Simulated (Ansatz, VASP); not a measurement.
**KI in VASP and in Ansatz**

The input INCAR:

```
ALGO = Normal
EDIFF = 1E-6
ENCUT = 520
GGA = PE
ISIF = 2
ISMEAR = 0
LASPH = T
LCHARG = T
LELF = T
LREAL = F
LVHAR = T
LWAVE = F
NBANDS = 15
NELM = 60
PREC = Accurate
SIGMA = 0.05
```

File KPOINTS:

```
k-points
0
Gamma
  6 6 6
```

Contents of POSCAR:

```
KI
1.0
    0.0000000000      3.6831074658      3.5873258652
    3.6831074658      0.0000000000      3.5873258652
    3.6831074658      3.6831074658      0.0000000000
K I
1 1
Direct
   -0.0889241769     -0.0889241769      0.0889241769
    0.5273968612      0.5273968612      0.4726031388
```

Input for Ansatz:

```yaml
crystal:
  lattice:
    - [0.0, 3.6831074658, 3.5873258652]
    - [3.6831074658, 0.0, 3.5873258652]
    - [3.6831074658, 3.6831074658, 0.0]
  atoms:
    - { symbol: K, position: [-0.0889241769, -0.0889241769, 0.0889241769] }
    - { symbol: I, position: [0.5273968612, 0.5273968612, 0.4726031388] }
basis:
  ecutwfc: 420
kpoints:
  mp_grid: { grid: [6, 6, 6] }
hamiltonian:
  xc: pbe
scf:
  occupations: { method: gaussian, width: 0.05 }
output:
  forces: true
  stress: true
  eigenvalues: true
```

Change from the starting cell: mode 6 frozen in at -0.638 Å, equal normal strain along x and y +0.0267.

Alike in both runs: task single point; functional PBE; k mesh 6 × 6 × 6; occupations gaussian, width 0.05 eV; no spin polarisation.

|  | VASP | Ansatz |
| --- | --- | --- |
| version | VASP 6.6.1 | Ansatz 0.2.0 |
| potentials or method | VASP PAW PBE potentials, release 64 (K_sv, I), cutoff 520 eV | scalar-relativistic, plane waves, PAW |
| valence electrons in the cell | 16 | 26 |

VASP gave:

```
gap on the k mesh at the Fermi level (eV)                     : 3.76
least direct gap on the mesh (eV)                             : 3.76
pressure (GPa)                                                : 3.1
traceless stress, the component that is largest in VASP (GPa) : 7.76
rms of the force components (eV/Å)                            : 1.509
```

Question: What did Ansatz give for the same quantities?

Answer: gap on the k mesh at the Fermi level (eV): 3.77; least direct gap on the mesh (eV): 3.77; pressure (GPa): 3.1; traceless stress, the component that is largest in VASP (GPa): 7.68; rms of the force components (eV/Å): 1.494.

Atom by atom the forces differ by 0.016 eV/Å (rms over components). With one functional, cell and mesh, what is left measures potentials, basis and numerics. VASP's potentials hold 16 valence electrons a cell and Ansatz's 26, so a difference there can come from the potentials and not from the codes.

Neither program's run includes spin-orbit coupling.
